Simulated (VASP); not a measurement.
**InSb: single point with PBE**

Crystal: InSb.

```xyz
2
Lattice="3.0767 0.0000 0.0000 0.0000 3.0767 0.0000 0.0000 0.0000 6.2155" Properties=species:S:1:pos:R:3 pbc="T T T"
In    0.0000    0.0000    0.0000
Sb    0.0000    0.0000    3.1077
```

```json
{
 "Program": "VASP 6.6.1",
 "Task": "single point",
 "Functional": "PBE",
 "Potentials or basis": "VASP PAW PBE potentials, release 64 (In_d, Sb)",
 "Cutoff": "520 eV",
 "k mesh": "14 × 14 × 8",
 "Occupations": "methfessel-paxton, width 0.3 eV",
 "Spin": "no spin polarisation"
}
```

```
Pressure               : 0.5 GPa
Band gap on the k mesh : zero (band 9 reaches 10.91 eV, above the bottom of band 10 at 5.05 eV)
```

Stress tensor (GPa, compression positive):
```
0.60 0.00 0.00
0.00 0.60 0.00
0.00 0.00 0.29
```

Levels at points of the mesh, in eV from the Fermi level:
```tsv
k point	band 7	band 8	band 9	band 10	band 11	band 12
(0.00, 0.00, 0.00)	-6.84	-4.55	4.22	4.22	5.13	7.78
(0.50, 0.00, 0.00)	-4.98	-3.33	-2.23	-1.59	2.98	6.37
(0.50, 0.50, 0.00)	-2.84	-2.84	-0.03	0.61	0.98	0.98
(0.00, 0.00, 0.50)	-8.08	-0.93	0.20	4.39	4.39	7.85
(0.50, 0.00, 0.50)	-4.80	-4.71	-2.39	1.65	3.04	5.76
(0.50, 0.50, 0.50)	-2.64	-2.64	-1.56	0.30	0.30	3.11
```

Wall time 83 s on 1 thread of Intel Xeon 6975P-C, on a shared host, peak memory 0.31 GiB.

Caveat: spin-orbit coupling is left out, which moves the levels of the heavy elements.
